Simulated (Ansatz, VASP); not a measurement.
**CuI in VASP and in Ansatz**

```
CELL_PARAMETERS angstrom
0.00000 3.01115 3.01115
3.01115 0.00000 3.01115
3.01115 3.01115 0.00000
ATOMIC_POSITIONS crystal
I 0.00000 0.00000 0.00000
Cu 0.75000 0.75000 0.75000
```

Alike in both runs: task single point; functional RPBE; k mesh 8 × 8 × 8; occupations fermi-dirac, width 0.05 eV; no spin polarisation.

|  | VASP | Ansatz |
| --- | --- | --- |
| version | VASP 6.6.1 | Ansatz 0.2.0 |
| potentials or method | VASP PAW PBE potentials, release 64 (I, Cu) | Ansatz PAW |
| plane-wave cutoff (eV) | 520 | 420 |
| valence electrons in the cell | 18 | 36 |

VASP gave:

- gap on the k mesh at the Fermi level (eV): 1.33
- least direct gap on the mesh (eV): 1.33
- pressure (GPa): 3.3

Task: Estimate Ansatz's values.

Result: gap on the k mesh at the Fermi level (eV): 1.31; least direct gap on the mesh (eV): 1.31; pressure (GPa): 3.3.

VASP's potentials were made for PBE, not for RPBE. With one functional, cell and mesh, what is left measures potentials, basis and numerics. VASP's potentials hold 18 valence electrons a cell and Ansatz's 36, so a difference there can come from the potentials and not from the codes.

Neither program's run includes spin-orbit coupling.
